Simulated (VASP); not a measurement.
Input of a VASP 6.6.1 run:

INCAR

```
SYSTEM = NaF
ALGO = Normal
EDIFF = 1E-7
EDIFFG = -0.002
ENCUT = 600
GGA_COMPAT = .False.
IBRION = 2
ISIF = 3
ISMEAR = 0
LASPH = .True.
LCHARG = .False.
LREAL = .False.
LWAVE = .False.
NELM = 120
NELMIN = 4
NSW = 100
PREC = Accurate
SIGMA = 0.02
```

File KPOINTS:

```
k-points
0
Gamma
  8 8 8
  0 0 0
```

Contents of POSCAR:

```
NaF
1.0
    0.0000000000      2.3200000000      2.3200000000
    2.3200000000      0.0000000000      2.3200000000
    2.3200000000      2.3200000000      0.0000000000
Na F
1 1
Direct
    0.0000000000      0.0000000000      0.0000000000
    0.5000000000      0.5000000000      0.5000000000
```

Potentials or basis: VASP PAW LDA potentials, release 64 (Na_pv, F).

Command:

```console
$ cat potpaw_LDA.64/Na_pv/POTCAR potpaw_LDA.64/F/POTCAR > POTCAR
$ mpirun -np 1 vasp_std > vasp.out
```

Predict the band gap on the k mesh.

6.46 eV.

Predict the space group after relaxing (to 0.1 Å).

Fm-3m (No. 225).

Predict the relaxed cell.

a = 3.180 Å, b = 3.180 Å, c = 3.180 Å, α = 60.00°, β = 60.00°, γ = 60.00°.

Step by step:
```
step  energy change (eV)  largest force (eV/Å)  pressure (GPa)  volume (Å³)
   1              0.0000                0.0000           -4.68        24.97
   2             -0.0287                0.0000           -2.31        23.68
   3             -0.0357                0.0000           -0.14        22.79
   4             -0.0357                0.0000            0.02        22.73
```

LDA usually gives volumes a few per cent too small. Zero-point motion and thermal expansion aren't in these numbers.
